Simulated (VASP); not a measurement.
Input of a VASP 6.6.1 run:

File INCAR:

```
SYSTEM = Y
ALGO = Normal
EDIFF = 1E-6
ENCUT = 520
GGA = PS
ISIF = 2
ISMEAR = -1
LASPH = .True.
LCHARG = .False.
LREAL = .False.
LWAVE = .False.
NBANDS = 12
NELM = 60
PREC = Accurate
SIGMA = 0.05
```

Contents of KPOINTS:

```
k-points
0
Gamma
  13 13 13
  0 0 0
```

Contents of POSCAR:

```
Y
1.0
    2.8752613891      0.0000000000      0.0000000000
    0.0000000000      2.8752613891      0.0000000000
    0.0000000000      0.0000000000      2.8752613891
Y
1
Direct
    0.0000000000      0.0000000000      0.0000000000
```

Potentials or basis: VASP PAW PBE potentials, release 64 (Y_sv).

The run is started by

```console
$ cat potpaw_PBE.64/Y_sv/POTCAR > POTCAR
$ mpirun -np 1 vasp_std > vasp.out
```

(1) What does it give for the pressure?

Results:

(1) 14.9 GPa.

Caveat: the PAW data sets were made with another functional, which shifts forces and pressure a little.
